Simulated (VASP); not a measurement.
A run of VASP 6.6.1 is set up as follows.

POSCAR

```
Hf8AlO16
1.0
    0.0000000000      5.0697034800      5.1017273300
    5.2943205200      0.0000000000      5.1017273300
    5.2943205200      5.0697034800      0.0000000000
Hf O Al
8 16 1
Direct
    0.2499297900      0.0224663200      0.0067271800
    0.7542016100      0.5046974000      0.5412185400
    0.2950826500      0.4259341400      0.9426065900
    0.7744492800      0.9715824700      0.4923062300
    0.2429543700     -0.0221617200      0.5133112000
    0.7159469200      0.5245245400      0.0295316100
    0.2617308100      0.4514000400      0.5125541100
    0.7293404000      1.0178595200      0.9477081200
    0.0210499700      0.3161000900      0.0611359700
    0.5533063500      0.8401888000      0.5422370800
    0.3969737800      0.5804715600      0.5936258100
    0.9024879900      0.9841248600      0.1361100700
    0.1128042200      0.3885928000      0.3327895400
    0.6097286300      0.8757092100      0.8554394500
    0.3228673000      0.6632393400      0.1281816500
    0.8430114600      0.1523721700      0.6063658800
    0.1110873200      0.8731501100      0.3992706400
    0.6208919600      0.3567573200      0.9033026300
    0.4033150600      0.0702044700      0.1610742700
    0.8999621100      0.5664493600      0.6890646900
    0.1970592200      0.1441151900      0.7044419700
    0.7484855200      0.6663690400      0.2039161000
    0.0769543100      0.7668941900      0.8723566200
    0.5803859300      0.2888516800      0.3432820600
    1.0380998800      0.6954527300      0.1673480600
```

Contents of INCAR.step1:

```
SYSTEM = Hf8AlO16
ALGO = Normal
EDIFF = 1E-5
ENCUT = 520
GGA = PE
GGA_COMPAT = .False.
ISIF = 2
ISMEAR = -1
ISPIN = 2
LASPH = .True.
LMAXMIX = 4
LORBIT = 11
LREAL = .False.
LWAVE = .True.
MAGMOM = 0 0.14 0 0.01 0.01 0.01 0.01 0 0 0 0.01 0.04 0.04 0.01 0.01 0 0 0 0 0.04 0 0.01 0 0 0.03
NBANDS = 112
NELM = 200
NUPDOWN = 1.0
PREC = Accurate
SIGMA = 0.01
```

The input INCAR.step2:

```
SYSTEM = Hf8AlO16
AEXX = 0.25
ALGO = Normal
EDIFF = 1E-6
ENCUT = 520
GGA = PE
GGA_COMPAT = .False.
ISIF = 2
ISMEAR = -1
ISPIN = 2
ISTART = 1
LASPH = .True.
LCHARG = .True.
LELF = .True.
LHFCALC = .True.
LMAXMIX = 4
LORBIT = 11
LREAL = .False.
LVHAR = .True.
LWAVE = .False.
MAGMOM = 0 0.14 0 0.01 0.01 0.01 0.01 0 0 0 0.01 0.04 0.04 0.01 0.01 0 0 0 0 0.04 0 0.01 0 0 0.03
NBANDS = 112
NELM = 200
NUPDOWN = 1.0
PREC = Accurate
PRECFOCK = Fast
SIGMA = 0.01
```

File KPOINTS:

```
k-points
0
Gamma
  1 1 1
  0 0 0
```

Potentials or basis: VASP PAW PBE potentials, release 64 (Hf_pv, O, Al).

Launch:

```console
$ cat potpaw_PBE.64/Hf_pv/POTCAR potpaw_PBE.64/O/POTCAR potpaw_PBE.64/Al/POTCAR > POTCAR
$ cp INCAR.step1 INCAR
$ mpirun -np 1 vasp_gam > vasp.out
$ cp INCAR.step2 INCAR
$ mpirun -np 1 vasp_gam > vasp.out
```

(1) Estimate the largest force.

(2) Estimate the pressure.

## Answers

(1) 0.335 eV/Å.

(2) -0.3 GPa.

Caveat: the k points lie up to 1.06 Å⁻¹ apart; the PAW data sets were made with another functional, which shifts forces and pressure a little; the total moment is fixed, so each spin has its own Fermi level.
